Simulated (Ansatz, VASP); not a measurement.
## AlRu in VASP and in Ansatz

```xyz
2
Lattice="2.9433 0.0000 0.0000 0.0000 2.9433 0.0000 0.0000 0.0000 3.0905" Properties=species:S:1:pos:R:3 pbc="T T T"
Al    0.0000    0.0000    0.0000
Ru    1.4717    1.4717    1.5453
```

Alike in both runs: task single point; functional PBE; k mesh 18 × 18 × 18; occupations gaussian, width 0.15 eV; no spin polarisation.

|  | VASP | Ansatz |
| --- | --- | --- |
| version | VASP 6.6.1 | Ansatz 0.2.0 |
| potentials or method | VASP PAW PBE potentials, release 64 (Al, Ru_pv), cutoff 520 eV | scalar-relativistic, plane waves, PAW |
| valence electrons in the cell | 17 | 19 |

Ansatz gave:

| Item | Value |
| --- | --- |
| gap on the k mesh at the Fermi level (eV) | none |
| pressure (GPa) | 2.8 |
| traceless stress, the component that is largest in VASP (GPa) | -5.55 |

Question: What did VASP give for the same quantities?

Answer: gap on the k mesh at the Fermi level (eV): none; pressure (GPa): 2.8; traceless stress, the component that is largest in VASP (GPa): -5.56.

A gap of «none» marks a metal or a gap that the smearing closes. VASP's potentials hold 17 valence electrons a cell and Ansatz's 19, so a difference there can come from the potentials and not from the codes.
